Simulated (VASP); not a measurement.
Wanted: the native input for a VASP 6.6.1 run.

```
Task                   : single point
Functional             : r2SCAN
Potentials or basis    : VASP PAW PBE potentials, release 64 (Ag, I)
Cutoff                 : 550 eV
k mesh                 : 14 × 14 × 14
Occupations            : fermi-dirac, width 0.1 eV
Spin                   : no spin polarisation
Dipole correction      : no
Further INCAR settings : ALGO = Normal; EDIFF = 1e-06; NBANDS = 16
```

Crystal: AgI.

```
Ag I
1.0
     0.00000    3.28866    3.28866
     3.28866    0.00000    3.28866
     3.28866    3.28866    0.00000
Ag I
1 1
Direct
  0.00000 0.00000 0.00000
  0.75000 0.75000 0.75000
```

One way to write it, as run:

POSCAR

```
AgI
1.0
    0.0000000000      3.2886554208      3.2886554208
    3.2886554208      0.0000000000      3.2886554208
    3.2886554208      3.2886554208      0.0000000000
Ag I
1 1
Direct
    0.0000000000      0.0000000000      0.0000000000
    0.7500000000      0.7500000000      0.7500000000
```

INCAR.step1

```
  ALGO = Normal
  EDIFF = 1E-5
  ENCUT = 550
  GGA = PE
  GGA_COMPAT = False
  ISMEAR = -1
  LASPH = True
  LCHARG = False
  LREAL = False
  LWAVE = True
  NBANDS = 16
  NELM = 120
  PREC = Accurate
  SIGMA = 0.1
```

INCAR.step2

```
  ALGO = Normal
  EDIFF = 1E-6
  ENCUT = 550
  GGA_COMPAT = False
  ISIF = 2
  ISMEAR = -1
  ISTART = 1
  LASPH = True
  LCHARG = True
  LELF = True
  LMIXTAU = True
  LREAL = False
  LVHAR = True
  LWAVE = False
  METAGGA = R2SCAN
  NBANDS = 16
  NELM = 120
  PREC = Accurate
  SIGMA = 0.1
```

KPOINTS

```
k-points
0
Gamma
  14 14 14
```

Potentials or basis: VASP PAW PBE potentials, release 64 (Ag, I).

Launch:

```console
$ cat potpaw_PBE.64/Ag/POTCAR potpaw_PBE.64/I/POTCAR > POTCAR
$ cp INCAR.step1 INCAR
$ mpirun -np 1 vasp_std > vasp.out
$ cp INCAR.step2 INCAR
$ mpirun -np 1 vasp_std > vasp.out
```

Results of the run:

* Pressure: -0.1 GPa
* Band gap on the k mesh: 1.79 eV

Caveat: the PAW data sets were made with another functional, which shifts forces and pressure a little; spin-orbit coupling is left out, which moves the levels of the heavy elements.

It took 3.5 min on 1 thread of Intel(R) Xeon(R) 6975P-C (Granite Rapids), on a shared host, peak memory 0.31 GiB.
